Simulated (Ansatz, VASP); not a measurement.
# Two plane-wave programs on Cs

Contents of INCAR:

```
SYSTEM = Cs
PREC     = Accurate       ! precision mode
ENCUT    = 520            ! plane-wave cutoff, eV
EDIFF    = 1E-7           ! SCF threshold, eV
ISMEAR   = 0              ! smearing method
SIGMA    = 0.15           ! smearing width, eV
LREAL    = .FALSE.        ! projectors in reciprocal space
LASPH    = .TRUE.         ! aspherical terms in the spheres
NELM     = 80             ! most SCF steps
ALGO     = Fast           ! electronic algorithm
ISIF     = 2              ! what is computed and relaxed
LWAVE    = .FALSE.        ! write WAVECAR
LCHARG   = .TRUE.         ! write CHGCAR
GGA      = PE             ! functional
LELF     = .TRUE.         ! ELF
LVHAR    = .TRUE.       
NBANDS   = 10             ! bands
```

KPOINTS

```
Automatic mesh
0
G
  12 12 12
  0 0 0
```

The input POSCAR:

```
Cs
1.0
   -3.0225000000      3.0225000000      3.0980625000
    3.0225000000     -3.0225000000      3.0980625000
    3.0225000000      3.0225000000     -3.0980625000
Cs
1
Direct
    0.0000000000      0.0000000000      0.0000000000
```

Input for Ansatz:

```yaml
crystal:
  lattice:
    - [-3.0225, 3.0225, 3.0980625]
    - [3.0225, -3.0225, 3.0980625]
    - [3.0225, 3.0225, -3.0980625]
  atoms:
    - { symbol: Cs, position: [0.0, 0.0, 0.0] }
basis:
  ecutwfc: 420
kpoints:
  mp_grid: { grid: [12, 12, 12] }
hamiltonian:
  xc: pbe
scf:
  occupations: { method: gaussian, width: 0.15 }
output:
  forces: true
  stress: true
  eigenvalues: true
```

Change from the starting cell: strain +0.000 along x and y, +0.025 along z, atoms carried along.

Alike in both runs: task single point; functional PBE; k mesh 12 × 12 × 12; occupations gaussian, width 0.15 eV; no spin polarisation.

|  | VASP | Ansatz |
| --- | --- | --- |
| version | VASP 6.6.1 | Ansatz 0.2.0 |
| potentials or method | VASP PAW PBE potentials, release 64 (Cs_sv), cutoff 520 eV | scalar-relativistic, plane waves, PAW |
| valence electrons in the cell | 9 | 9 |

```csv
,VASP,Ansatz,Ansatz less VASP
gap on the k mesh at the Fermi level (eV),none,none,-
pressure (GPa),0.1,0.1,+0.01
```

A gap of «none» marks a metal or a gap that the smearing closes. The functional is the same, so the differences come from potentials, cutoffs and numerics.

Neither program's run includes spin-orbit coupling.
